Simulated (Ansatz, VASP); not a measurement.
# MgO2 in VASP and in Ansatz

The input INCAR:

```
SYSTEM = MgO2
PREC     = Accurate       ! precision mode
ENCUT    = 520            ! plane-wave cutoff, eV
EDIFF    = 1E-6           ! SCF threshold, eV
ISMEAR   = 0              ! smearing method
SIGMA    = 0.05           ! smearing width, eV
LREAL    = .False.        ! projectors in reciprocal space
LASPH    = .True.         ! aspherical terms in the spheres
NELM     = 60             ! most SCF steps
ALGO     = Normal         ! electronic algorithm
ISIF     = 2              ! what is computed and relaxed
LWAVE    = .False.        ! write WAVECAR
LCHARG   = .True.         ! write CHGCAR
GGA      = PS             ! functional
LELF     = .True.         ! ELF
LVHAR    = .True.       
NBANDS   = 14             ! bands
```

The input KPOINTS:

```
Automatic mesh
0
Gamma
  12 12 12
  0 0 0
```

The input POSCAR:

```
MgO2
1.0
    1.6448800414      0.9496719347      3.5813283468
   -1.6448800414      0.9496719347      3.5813283468
    0.0000000000     -1.8993438694      3.5813283468
Mg O
1 2
Direct
    0.0000000000      0.0000000000      0.0000000000
    0.4287860000      0.4287860000      0.4287860000
    0.5712140000      0.5712140000      0.5712140000
```

Input for Ansatz:

```yaml
crystal:
  lattice:
    - [1.6448800414, 0.9496719347, 3.5813283468]
    - [-1.6448800414, 0.9496719347, 3.5813283468]
    - [0.0, -1.8993438694, 3.5813283468]
  atoms:
    - { symbol: Mg, position: [0.0, 0.0, 0.0] }
    - { symbol: O, position: [0.428786, 0.428786, 0.428786] }
    - { symbol: O, position: [0.571214, 0.571214, 0.571214] }
basis:
  ecutwfc: 420
kpoints:
  mp_grid: { grid: [12, 12, 12] }
hamiltonian:
  xc: pbesol
scf:
  occupations: { method: gaussian, width: 0.05 }
output:
  forces: true
  stress: true
  eigenvalues: true
```

Change from the starting cell: strain +0.025 along x and y, +0.025 along z, atoms carried along.

Alike in both runs: task single point; functional PBEsol; k mesh 12 × 12 × 12; occupations gaussian, width 0.05 eV; no spin polarisation.

|  | VASP | Ansatz |
| --- | --- | --- |
| version | VASP 6.6.1 | Ansatz 0.2.0 |
| potentials or method | VASP PAW PBE potentials, release 64 (Mg, O), cutoff 520 eV | scalar-relativistic, plane waves, PAW |
| valence electrons in the cell | 14 | 22 |

|  | VASP | Ansatz | Ansatz less VASP |
| --- | --- | --- | --- |
| gap on the k mesh at the Fermi level (eV) | 1.79 | 1.81 | +0.024 |
| least direct gap on the mesh (eV) | 1.79 | 1.81 | +0.024 |
| pressure (GPa) | -12.6 | -12.4 | +0.27 |
| traceless stress, the component that is largest in VASP (GPa) | -4.51 | -5.30 | -0.791 |
| rms of the force components (eV/Å) | 0.215 | 0.283 | +0.0685 |

VASP's potentials were made for PBE, not for PBEsol. Atom by atom the forces differ by 0.069 eV/Å (rms over components). VASP's potentials hold 14 valence electrons a cell and Ansatz's 22, so a difference there can come from the potentials and not from the codes.
